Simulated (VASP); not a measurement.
Input of a VASP 6.6.1 run:

The input INCAR:

```
SYSTEM = Ni
ALGO = Fast
EDIFF = 1E-7
ENCUT = 520
GGA = PS
ISIF = 2
ISMEAR = 0
ISPIN = 2
LASPH = .TRUE.
LCHARG = .FALSE.
LMAXMIX = 4
LORBIT = 11
LREAL = .FALSE.
LWAVE = .FALSE.
MAGMOM = 0.73 0.73
NBANDS = 21
NELM = 150
PREC = Accurate
SIGMA = 0.15
```

File KPOINTS:

```
k-points
0
G
  24 24 18
  0 0 0
```

The input POSCAR:

```
Ni
1.0
    0.0000000000     -1.7315750128     -1.7315750128
    0.0000000000      1.7315750128     -1.7315750128
    3.4631500256      0.0000000000      0.0000000000
Ni
2
Direct
    0.5000000000      0.5000000000      0.5757980446
    0.0000000000      0.0000000000     -0.0757980446
```

Potentials or basis: VASP PAW PBE potentials, release 64 (Ni).

The run is started by

```sh
$ cat potpaw_PBE.64/Ni/POTCAR > POTCAR
$ mpirun -np 1 vasp_std > vasp.out
```

What does it give for the net moment?

1.25 μB per cell.

Predict the largest force.

5.982 eV/Å.

Estimate the pressure.

41.5 GPa.

Predict the site moments.

Ni +0.62 μB.

Forces in eV/Å, atoms in the order of the input:
```
Ni  -5.982  0.000  0.000
Ni   5.982  0.000  0.000
```

Caveat: the cell differs from its parent crystal (atoms displaced along a vibrational mode); the stress differs along the axes, from 29 to 48 GPa; the PAW data sets were made with another functional, which shifts forces and pressure a little.
